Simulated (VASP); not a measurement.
# ZrTi3C2 (P4/mmm) in VASP: notebook, part 2 of 2

VASP 6.6.1. Earlier steps stand in the parts before.

### Step 3. Single point, PBE

This run uses another cell than the first one, of 15.79 Å³/atom.

INCAR

```
SYSTEM = ZrTi3C2
ALGO = Normal ; EDIFF = 1E-7
ENCUT = 520 ; GGA = PE
ISIF = 2 ; ISMEAR = 0
LASPH = .TRUE. ; LCHARG = .FALSE.
LREAL = .FALSE. ; LWAVE = .FALSE.
NBANDS = 37 ; NELM = 80
PREC = Accurate ; SIGMA = 0.1
```

KPOINTS

```
k-points
0
G
  4 4 4
  0 0 0
```

POSCAR

```
ZrTi3C2
1.0
    4.2118059600      0.0000000000      0.0000000000
    0.0000000000      4.2118059600      0.0000000000
    0.0000000000      0.0000000000      5.3420184100
Zr Ti C
1 3 2
Direct
    0.5000000000      0.5000000000      0.0000000000
    0.0000000000      0.5000000000      0.5000000000
    0.5000000000      0.0000000000      0.5000000000
    0.0000000000      0.0000000000      0.0000000000
    0.0000000000      0.0000000000      0.6641805000
    0.0000000000      0.0000000000      0.3358195000
```

Potentials or basis: VASP PAW PBE potentials, release 64 (Zr_sv, Ti_sv, C).

On the command line:

```console
cat potpaw_PBE.64/Zr_sv/POTCAR potpaw_PBE.64/Ti_sv/POTCAR potpaw_PBE.64/C/POTCAR > POTCAR
mpirun -np 1 vasp_std > vasp.out
```

Wall time 55 s (1 thread of Intel Xeon Platinum 8559C (Emerald Rapids), shared host); peak memory 0.22 GiB.

It converged, with:

| Quantity | Value |
| --- | --- |
| Free energy | -49.1530 eV |
| Pressure | -5.6 GPa |
| Largest force | 8.214 eV/Å |
| Band gap on the k mesh | zero (bands 28 and 29 overlap by 0.33 eV) |

Forces on the atoms (eV/Å):
```
Zr   0.000  0.000  0.000
Ti   0.000  0.000  0.000
Ti   0.000  0.000  0.000
Ti   0.000  0.000  0.000
C    0.000  0.000 -8.214
C    0.000  0.000  8.214
```

Stress tensor (GPa, compression positive):
```
-9.49  0.00  0.00
 0.00 -9.49  0.00
 0.00  0.00  2.20
```

Levels at points of the mesh, in eV from the Fermi level:
```
           k point  band 24  band 25  band 26  band 27  band 28  band 29  band 30  band 31  band 32  band 33
(0.00, 0.00, 0.00)    -3.12    -2.39    -2.29    -1.40    -0.33     0.57     0.57     1.41     2.08     2.08
(0.50, 0.00, 0.00)    -1.90    -1.55    -1.34    -0.29    -0.03     0.66     0.96     0.97     1.21     1.26
(0.50, 0.50, 0.00)    -1.72    -1.17    -0.79    -0.44    -0.44    -0.22     0.45     0.45     1.71     1.79
(0.00, 0.00, 0.50)    -2.72    -1.91    -1.89    -0.96    -0.86     0.66     1.21     1.31     1.31     1.49
(0.50, 0.00, 0.50)    -1.05    -1.03    -0.37    -0.28     0.08     0.27     0.43     0.48     1.21     1.29
(0.50, 0.50, 0.50)    -1.73    -1.38    -0.91    -0.91    -0.10     0.11     0.26     0.26     0.75     1.26
```

Caveat: the k points lie up to 0.37 Å⁻¹ apart; forces of over 1 eV/Å act on the atoms, so gaps and moduli don't describe the material at rest.

### Step 4. Relaxation of cell and atoms, PBE

This run uses another cell than the first one, of 15.79 Å³/atom.

INCAR

```
PREC = Accurate
ENCUT = 600
EDIFF = 1E-6
ISMEAR = 0
SIGMA = 0.1
LREAL = False
LASPH = True
NELM = 80
ALGO = Normal
ISIF = 3
LWAVE = False
LCHARG = False
GGA = PE
IBRION = 2
NSW = 90
EDIFFG = -0.04
```

KPOINTS

```
regular mesh
0
Gamma
  4 4 4
```

POSCAR is that of step 3.

Potentials or basis: VASP PAW PBE potentials, release 64 (Zr_sv, Ti_sv, C).

On the command line:

```console
cat potpaw_PBE.64/Zr_sv/POTCAR potpaw_PBE.64/Ti_sv/POTCAR potpaw_PBE.64/C/POTCAR > POTCAR
mpirun -np 1 vasp_std > vasp.out
```

OUTCAR:

```text
PREC = Accurate
   ENCUT = 600
   EDIFF = 1E-6
   ISMEAR = 0
   LREAL = False
   LASPH = True
   NELM = 80
   ISIF = 3
   GGA = PE
   IBRION = 2
   NSW = 90
   EDIFFG = -0.04

 ion  position               nearest neighbor table
   1  0.500  0.500  0.000-   4 2.98   4 2.98   4 2.98   4 2.98   3 3.40   3 3.40   3 3.40   3 3.40
                             2 3.40   2 3.40   2 3.40   2 3.40
   2  0.000  0.500  0.500-   5 2.28   6 2.28   5 2.28   6 2.28   1 3.40   1 3.40   1 3.40   1 3.40

   3  0.500  0.000  0.500-   5 2.28   6 2.28   5 2.28   6 2.28   1 3.40   1 3.40   1 3.40   1 3.40

   4  0.000  0.000  0.000-   5 1.79   6 1.79   1 2.98   1 2.98   1 2.98   1 2.98
   5  0.000  0.000  0.664-   6 1.75   4 1.79   2 2.28   3 2.28   2 2.28   3 2.28
   6  0.000  0.000  0.336-   5 1.75   4 1.79   2 2.28   3 2.28   2 2.28   3 2.28

  LATTYP: Found a simple tetragonal cell.
 ALAT       =     4.2118059600
 C/A-ratio  =     1.2683439030

  Lattice vectors:

 A1 = (   4.2118059600,   0.0000000000,   0.0000000000)
 A2 = (   0.0000000000,   4.2118059600,   0.0000000000)
 A3 = (   0.0000000000,   0.0000000000,   5.3420184100)

Analysis of symmetry for initial positions (statically):
=====================================================================
 Subroutine PRICEL returns:
[... 177 lines left out ...]

  FORCE on cell =-STRESS in cart. coord.  units (eV):
  Direction    XX          YY          ZZ          XY          YZ          ZX
  --------------------------------------------------------------------------------------
  -------------------------------------------------------------------------------------
  Total       -5.6441930     -5.6441930      1.2451992      0.0000000     -0.0000000     -0.0000000
  in kB      -95.4267974    -95.4267974     21.0526775      0.0000000     -0.0000000     -0.0000000
  external PRESSURE =     -56.6003057 kB  Pullay stress =       0.0000000 kB
[... 101 lines left out ...]
  FREE ENERGIE OF THE ION-ELECTRON SYSTEM (eV)
  ---------------------------------------------------
  free  energy   TOTEN  =       -50.0095733025 eV

  energy  without entropy=      -49.9791190238  energy(sigma->0) =      -49.99434616

[... ionic steps 4 to 10 ...]

--------------------------------------- Ionic step       11  -------------------------------------------

 number of electron      56.0000004 magnetization

------------------------ aborting loop because EDIFF is reached ----------------------------------------
[... 75 lines left out ...]
--------------------------------------- Ionic step       13  -------------------------------------------

 number of electron      56.0000002 magnetization

 Free energy of the ion-electron system (eV)
  ---------------------------------------------------
  ext. energy  EPLUGINS =         0.00000000
  ---------------------------------------------------
  free energy    TOTEN  =       -51.12467046 eV

  energy without entropy =      -51.09883566  energy(sigma->0) =      -51.11175306

 E-fermi :   7.9831     XC(G=0): -11.3350

 val. band max:        7.9471503764   @ k =   0.5000   0.0000   0.0000
 cond. band min:       7.9865306202   @ k =   0.5000   0.2500   0.0000
 fundamental gap:      0.0393802439
 Fermi energy:         7.9830558559

 k-point     1 :       0.0000    0.0000    0.0000
  band No.  band energies     occupation
      1     -48.9706      2.00000
      2     -48.8911      2.00000
      3     -48.5218      2.00000
      4     -40.9788      2.00000
      5     -25.3803      2.00000
      6     -25.3803      2.00000
[... 670 lines left out ...]
  FREE ENERGIE OF THE ION-ELECTRON SYSTEM (eV)
  ---------------------------------------------------
  free  energy   TOTEN  =       -51.1246704608 eV

  energy  without entropy=      -51.0988356637  energy(sigma->0) =      -51.11175306

 reached required accuracy - stopping structural energy minimisation
```

CONTCAR:

```text
ZrTi3C2
   1.00000000000000
     4.1475187896161536    0.0000000000000000   -0.0000000000000000
     0.0000000000000000    4.1475187896161536   -0.0000000000000000
    -0.0000000000000000   -0.0000000000000000    5.2896175551792721
  Zr              Ti              C
     1     3     2
Direct
     0.5000000000000000    0.5000000000000000    0.0000000000000000
     0.0000000000000000    0.5000000000000000    0.5000000000000000
     0.5000000000000000    1.0000000000000000    0.5000000000000000
     0.0000000000000000    0.0000000000000000    0.0000000000000000
     0.0000000000000000    0.0000000000000000    0.6298692291472305
     0.0000000000000000    0.0000000000000000    0.3701307708527694

  0.00000000E+00  0.00000000E+00  0.00000000E+00
  0.00000000E+00  0.00000000E+00  0.00000000E+00
  0.00000000E+00  0.00000000E+00  0.00000000E+00
  0.00000000E+00  0.00000000E+00  0.00000000E+00
  0.00000000E+00  0.00000000E+00  0.00000000E+00
  0.00000000E+00  0.00000000E+00  0.00000000E+00
```

It took 12 min on 1 thread of Intel Xeon Platinum 8559C (Emerald Rapids), shared host; peak memory 0.28 GiB.

Results:

| Quantity | Value |
| --- | --- |
| Free energy | -51.1247 eV |
| Relaxed volume | 15.17 Å³/atom |
| Relaxed cell | a = 4.148 Å, b = 4.148 Å, c = 5.290 Å, α = 90.00°, β = 90.00°, γ = 90.00° |
| Space group after relaxing (to 0.1 Å) | P4/mmm (No. 123) |
| Pressure after relaxing | -0.1 GPa |
| Largest force after relaxing | 0.007 eV/Å |
| Band gap on the k mesh | zero (bands 28 and 29 overlap by 0.48 eV) |

Forces on the atoms (eV/Å):
```
Zr   0.000  0.000  0.000
Ti   0.000  0.000  0.000
Ti   0.000  0.000  0.000
Ti   0.000  0.000  0.000
C    0.000  0.000  0.007
C    0.000  0.000 -0.007
```

Final structure:
```xyz
6
Lattice="4.1475 0.0000 0.0000 0.0000 4.1475 0.0000 0.0000 0.0000 5.2896" Properties=species:S:1:pos:R:3 pbc="T T T"
Zr    2.0738    2.0738    0.0000
Ti    0.0000    2.0738    2.6448
Ti    2.0738    4.1475    2.6448
Ti    0.0000    0.0000    0.0000
C     0.0000    0.0000    3.3318
C     0.0000    0.0000    1.9578
```

Caveat: the k points lie up to 0.38 Å⁻¹ apart in the final cell.

### Step 5. Single point, PBE

INCAR

```
SYSTEM = ZrTi3C2
PREC     = Accurate       ! precision mode
ENCUT    = 520            ! plane-wave cutoff, eV
EDIFF    = 1E-7           ! SCF threshold, eV
ISMEAR   = 0              ! smearing method
SIGMA    = 0.1            ! smearing width, eV
LREAL    = .FALSE.        ! projectors in reciprocal space
LASPH    = .TRUE.         ! aspherical terms in the spheres
NELM     = 60             ! most SCF steps
ALGO     = Normal         ! electronic algorithm
ISIF     = 2              ! what is computed and relaxed
LWAVE    = .FALSE.        ! write WAVECAR
LCHARG   = .FALSE.        ! write CHGCAR
GGA      = PE             ! functional
NBANDS   = 37             ! bands
```

KPOINTS

```
Automatic mesh
0
G
  10 10 8
  0 0 0
```

POSCAR

```
ZrTi3C2
1.0
    4.1488706485      0.0000000000      0.0000000000
    0.0000000000      4.1488706485      0.0000000000
    0.0000000000      0.0000000000      5.2879621657
Zr Ti C
1 3 2
Direct
    0.5000000000      0.5000000000      0.0000000000
    0.0000000000      0.5000000000      0.5000000000
    0.5000000000      0.0000000000      0.5000000000
    0.0000000000      0.0000000000      0.0000000000
    0.0000000000      0.0000000000      0.6295896475
    0.0000000000      0.0000000000      0.3704103525
```

On the command line:

```console
cat potpaw_PBE.64/Zr_sv/POTCAR potpaw_PBE.64/Ti_sv/POTCAR potpaw_PBE.64/C/POTCAR > POTCAR
mpirun -np 1 vasp_std > vasp.out
```

Run time: 4.3 min. Hardware: 1 thread of Intel Xeon Platinum 8559C (Emerald Rapids), shared host; peak memory 0.42 GiB.

It converged, with:

```yaml
Free_energy: -51.1050 eV
Pressure: 0.2 GPa
Largest_force: 0.093 eV/Å
Band_gap_on_the_k_mesh: zero (bands 28 and 29 overlap by 0.57 eV)
```

Forces on the atoms (eV/Å):
```
Zr   0.000  0.000  0.000
Ti   0.000  0.000  0.000
Ti   0.000  0.000  0.000
Ti   0.000  0.000  0.000
C    0.000  0.000  0.093
C    0.000  0.000 -0.093
```

Stress tensor (GPa, compression positive):
```
0.12 0.00 0.00
0.00 0.12 0.00
0.00 0.00 0.20
```

Levels at points of the mesh, in eV from the Fermi level:
```csv
k point,band 25,band 26,band 27,band 28,band 29,band 30,band 31,band 32
"(0.00, 0.00, 0.00)",-2.34,-2.27,-1.47,-0.37,0.85,0.85,1.63,2.18
"(0.50, 0.00, 0.00)",-1.25,-1.24,-0.15,-0.03,0.86,1.05,1.27,1.31
"(0.50, 0.50, 0.00)",-0.97,-0.70,-0.51,-0.51,-0.16,0.48,0.48,1.79
"(0.00, 0.00, 0.50)",-1.91,-1.88,-1.09,-0.83,0.92,1.16,1.16,1.43
"(0.50, 0.00, 0.50)",-0.73,-0.25,-0.24,0.04,0.34,0.38,1.03,1.42
"(0.50, 0.50, 0.50)",-1.03,-0.86,-0.86,-0.05,0.27,0.41,0.41,1.37
```

### Step 6. Overview

```tsv
task	cell	k mesh	cutoff (eV)	gap on the mesh (eV)	pressure (GPa)	largest force (eV/Å)
single point	a = 4.147, b = 4.147, c = 5.287 Å, 6 atoms, atomic positions A	4 × 4 × 4	520	none	0.1	0.08
single point	a = 4.212, b = 4.212, c = 5.342 Å, 6 atoms, atomic positions B	4 × 4 × 4	520	none	-5.6	8.21
relaxation of cell and atoms	relaxed from a = 4.212, b = 4.212, c = 5.342 Å, 6 atoms, atomic positions B	4 × 4 × 4	600	none	-0.1	0.01
single point	a = 4.149, b = 4.149, c = 5.288 Å, 6 atoms, atomic positions C	10 × 10 × 8	520	none	0.2	0.09
```

Alike in all rows: level PBE; potentials or basis VASP PAW PBE potentials, release 64 (Zr_sv, Ti_sv, C); no spin polarisation; smearing gaussian 0.1 eV.

Caveats: some runs use coarse meshes; forces of over 1 eV/Å act on the atoms, so gaps and moduli don't describe the material at rest (at least some runs).

Total energies depend on the potentials used, so only differences within one code and one set of settings carry meaning.

The gap in the log of VASP goes by the Fermi energy; the results here count the filled bands.